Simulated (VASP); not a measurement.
Runs of VASP 6.6.1 on TaN. The structure is that of space group P-6m2 (No. 187), or close to it. The cells are those of the table. 

| cell | gap on the mesh (eV) | pressure (GPa) |
| --- | --- | --- |
| a = 3.135, b = 3.135, c = 2.898 Å, angles 90.0, 90.0, 120.0°, 2 atoms | none | -36.9 |
| a = 3.043, b = 3.043, c = 2.757 Å, angles 90.0, 90.0, 120.0°, 2 atoms | none | -8.9 |
| a = 2.686, b = 2.686, c = 2.857 Å, angles 90.0, 90.0, 120.0°, 2 atoms | none | (c) |
| a = 2.777, b = 2.777, c = 2.673 Å, angles 90.0, 90.0, 120.0°, 2 atoms | none | 95.2 |
| a = 3.003, b = 3.003, c = 2.721 Å, angles 90.0, 90.0, 120.0°, 2 atoms | none | (a) |
| a = 2.783, b = 2.783, c = 2.788 Å, angles 90.0, 90.0, 120.0°, 2 atoms | none | 62.1 |
| a = 2.815, b = 2.815, c = 2.602 Å, angles 90.0, 90.0, 120.0°, 2 atoms | none | (b) |
| a = 2.963, b = 2.963, c = 2.684 Å, angles 90.0, 90.0, 120.0°, 2 atoms | none | 21.5 |

Alike in all rows: task single point; level PBEsol; potentials or basis VASP PAW PBE potentials, release 64 (Ta_pv, N); no spin polarisation; k mesh 21 × 21 × 18; cutoff (eV) 520; smearing gaussian 0.15 eV.

Problem. Fill in the values left out.

Solution. (a) 4.7; (b) 97.9; (c) 91.6.

Caveats: the PAW data sets were made with another functional, which shifts forces and pressure a little; spin-orbit coupling is left out, which moves the levels of the heavy elements.

A k mesh can miss the band edges, and the runs leave out spin-orbit coupling on Ta.

A gap of «none» marks levels without a gap at the run's occupations.
